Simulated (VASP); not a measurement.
A run of VASP 6.6.1 is set up as follows.

INCAR

```
SYSTEM = Ga
PREC = Accurate
ENCUT = 520
EDIFF = 1E-8
ISMEAR = -1
SIGMA = 0.05
LREAL = .FALSE.
LASPH = .TRUE.
NELM = 80
ALGO = Normal
ISIF = 2
LWAVE = .FALSE.
LCHARG = .FALSE.
LEFG = .TRUE.
NBANDS = 12
```

KPOINTS

```
Automatic mesh
0
G
  18 18 18
  0 0 0
```

The input POSCAR:

```
Ga
1.0
   -1.3958405502      1.3958405502      2.3303257262
    1.3958405502     -1.3958405502      2.3303257262
    1.3958405502      1.3958405502     -2.3303257262
Ga
1
Direct
    0.0000000000      0.0000000000      0.0000000000
```

Potentials or basis: VASP PAW LDA potentials, release 64 (Ga_d).

Command:

```sh
$ cat potpaw_LDA.64/Ga_d/POTCAR > POTCAR
$ mpirun -np 1 vasp_std > vasp.out
```

(1) Estimate the pressure.

Answers

(1) -3.1 GPa.

Caveat: without QUAD_EFG the Cq values of the log hold for a quadrupole moment of 1 mb, not for the nuclei.
